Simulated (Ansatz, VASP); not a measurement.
# Si3N4: VASP beside Ansatz

```
Si N
1.0
     7.60180    0.00000    0.00000
    -3.80090    6.58335    0.00000
     0.00000    0.00000    2.90660
Si N
6 8
Direct
  0.17730 0.76770 0.25000
  0.40960 0.17730 0.75000
  0.23230 0.40960 0.25000
  0.82270 0.23230 0.75000
  0.59040 0.82270 0.25000
  0.76770 0.59040 0.75000
  0.33333 0.66667 0.25000
  0.66667 0.33333 0.75000
  0.33370 0.03230 0.25000
  0.30140 0.33370 0.75000
  0.96770 0.30140 0.25000
  0.66630 0.96770 0.75000
  0.69860 0.66630 0.25000
  0.03230 0.69860 0.75000
```

Alike in both runs: task electric field gradients; functional PBE; k mesh 4 × 4 × 10; occupations fermi-dirac, width 0.02 eV; no spin polarisation.

|  | VASP | Ansatz |
| --- | --- | --- |
| version | VASP 6.6.1 | Ansatz 0.2.0 |
| potentials or method | VASP PAW PBE potentials, release 64 (Si, N) | plane-wave PAW, scalar-relativistic |
| plane-wave cutoff (eV) | 520 | 420 |
| valence electrons in the cell | 64 | 64 |

VASP gave:

```
gap on the k mesh at the Fermi level (eV)                     : 4.34
pressure (GPa)                                                : 5.8
traceless stress, the component that is largest in VASP (GPa) : -1.51
rms of the force components (eV/Å)                            : 0.375
size of Vzz on the site where it differs most (V/Å²)          : 42.4
```

Task: Which values does Ansatz return?

Result: gap on the k mesh at the Fermi level (eV): 4.35; pressure (GPa): 6.1; traceless stress, the component that is largest in VASP (GPa): -1.49; rms of the force components (eV/Å): 0.375; size of Vzz on the site where it differs most (V/Å²): 47.6.

Atom by atom the forces differ by 0.002 eV/Å (rms over components). With one functional, cell and mesh, what is left measures potentials, basis and numerics.
